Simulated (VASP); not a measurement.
The system is K2Nb2O.

```
K Nb O
1.0
     4.52192    0.00000    0.00000
    -2.26096    3.91610    0.00000
     0.00000    0.00000    7.95658
K Nb O
2 2 1
Cartesian
  0.0000 0.0000 5.4598
  0.0000 0.0000 2.4968
  0.0000 2.6107 0.0000
  2.2610 1.3054 0.0000
  0.0000 0.0000 0.0000
```

The cell was built from a structure type or drawn by symmetry, and may not be a known phase.

* Program: VASP 6.6.1
* Task: relaxation of cell and atoms
* Functional: PBE
* Potentials or basis: VASP PAW PBE potentials, release 64 (K_sv, Nb_sv, O)
* Cutoff: 600 eV
* k mesh: 6 × 6 × 2
* Occupations: gaussian, width 0.1 eV
* Spin: no spin polarisation

At the start: pressure -0.9 GPa; volume 28.18 Å³/atom.

Problem. Where does the relaxation end?

Solution. Over 14 steps the energy falls by 105.6 meV/atom and the volume is 31.96 Å³/atom (+13.4 %); space group P6/mmm (No. 191, to 0.1 Å) before and after.

Step by step:
```tsv
step	energy change (eV)	largest force (eV/Å)	pressure (GPa)	volume (Å³)
1	0.0000	0.1597	-0.95	140.90
2	-0.2334	0.1682	0.79	137.32
3	-0.2701	0.1734	2.53	134.45
4	-0.2731	0.1731	2.18	134.98
5	-0.3574	0.3302	0.59	141.98
6	-0.3848	0.4155	-0.53	148.05
7	-0.3872	0.4384	-0.85	150.29
8	-0.4473	0.3739	-0.30	152.23
9	-0.4617	0.3395	0.12	153.33
10	-0.4620	0.3338	0.19	153.49
11	-0.4849	0.2825	-0.08	155.47
12	-0.5134	0.1718	-0.60	159.99
13	-0.5164	0.1284	-0.79	161.85
14	-0.5281	0.0205	-0.05	159.80
```

Final structure:
```
K Nb O
1.0
     4.29032    0.00000    0.00000
    -2.14516    3.71552    0.00000
     0.00000    0.00000   10.02476
K Nb O
2 2 1
Direct
  0.00000 0.00000 0.71853
  0.00000 0.00000 0.28147
  0.33333 0.66667 0.00000
  0.66667 0.33333 0.00000
  0.00000 0.00000 0.00000
```

Caveat: the k points lie up to 0.31 Å⁻¹ apart in the final cell; a cell axis changed by over 15 % at a fixed basis, so the end point is rough.
